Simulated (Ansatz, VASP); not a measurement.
**Two plane-wave programs on In**

Contents of INCAR:

```
PREC = Accurate
ENCUT = 600
EDIFF = 1E-6
ISMEAR = -1
SIGMA = 0.05
LREAL = False
LASPH = True
NELM = 100
ALGO = Fast
ISIF = 3
LWAVE = False
LCHARG = False
GGA = B5
ALDAX = 1.0
AGGAX = 1.0
AGGAC = 1.0
ALDAC = 0.0
IVDW = 13
VDW_S6 = 1.0
VDW_S8 = 2.34076671
VDW_A1 = 0.44488865
VDW_A2 = 4.0933009
IBRION = 2
NSW = 60
EDIFFG = -0.01
```

The input KPOINTS:

```
regular mesh
0
Gamma
  10 10 10
```

POSCAR

```
In
1.0
   -1.8825252400      1.8825252400      1.8825252400
    1.8825252400     -1.8825252400      1.8825252400
    1.8825252400      1.8825252400     -1.8825252400
In
1
Direct
    0.0000000000      0.0000000000      0.0000000000
```

File input.yaml:

```yaml
crystal:
  lattice:
    - [-1.88252524, 1.88252524, 1.88252524]
    - [1.88252524, -1.88252524, 1.88252524]
    - [1.88252524, 1.88252524, -1.88252524]
  atoms:
    - { symbol: In, position: [0.0, 0.0, 0.0] }
hamiltonian:
  xc: blyp
  pseudopotentials: { kind: paw }
  dispersion: d4
kpoints:
  mp_grid: { grid: [10, 10, 10] }
scf:
  occupations: { method: fermi_dirac, width: 0.05 }
output:
  forces: true
  stress: true
  eigenvalues: true
  write_density: true
  write_potential: true
  elf: true
  volumetric_format: npy
relax:
  f_tol: 0.01
  max_steps: 40
  cell: { stress_tol: 0.05 }
```

Alike in both runs: task relaxation of cell and atoms; functional BLYP; dispersion D4; k mesh 10 × 10 × 10; occupations fermi-dirac, width 0.05 eV; no spin polarisation.

|  | VASP | Ansatz |
| --- | --- | --- |
| version | VASP 6.6.1 | Ansatz 0.2.0 |
| potentials or method | VASP PAW PBE potentials, release 64 (In_d) | Ansatz PAW |
| plane-wave cutoff (eV) | 600 | 420 |
| valence electrons in the cell | 13 | 13 |

Ansatz gave:

| Property | Result |
| --- | --- |
| gap on the k mesh at the Fermi level, each at its own relaxed structure (eV) | none |
| relaxed volume (Å³/atom) | 27.98 |
| relaxed cell length with the largest relative difference (Å) | 3.312 |

Estimate VASP's values.

gap on the k mesh at the Fermi level, each at its own relaxed structure (eV): none; relaxed volume (Å³/atom): 28.01; relaxed cell length with the largest relative difference (Å): 3.314.

VASP's potentials were made for PBE, not for BLYP. A gap of «none» marks a metal or a gap that the smearing closes.

Noted on Ansatz's run: the plane-wave basis is chosen anew once the cell has moved, so the energies of steps on either side of that aren't comparable.
